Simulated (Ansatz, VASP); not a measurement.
**One calculation of Cu, two programs**

```
Cu
1.0
     0.00000    2.22465    1.39975
     2.22465    0.00000    1.39975
     2.22465    2.22465    0.00000
Cu
1
Direct
  0.00000 0.00000 0.00000
```

Alike in both runs: task single point; functional PBE; k mesh 24 × 24 × 24; occupations gaussian, width 0.15 eV; no spin polarisation.

|  | VASP | Ansatz |
| --- | --- | --- |
| version | VASP 6.6.1 | Ansatz 0.2.0 |
| potentials or method | VASP PAW PBE potentials, release 64 (Cu), cutoff 520 eV | scalar-relativistic, plane waves, PAW |
| valence electrons in the cell | 11 | 19 |

```tsv
	VASP	Ansatz	Ansatz less VASP
gap on the k mesh at the Fermi level (eV)	none	none	-
pressure (GPa)	-12.5	-13.6	-1.13
```

A gap of «none» marks a metal or a gap that the smearing closes. The functional is the same, so the differences come from potentials, cutoffs and numerics. VASP's potentials hold 11 valence electrons a cell and Ansatz's 19, so a difference there can come from the potentials and not from the codes.
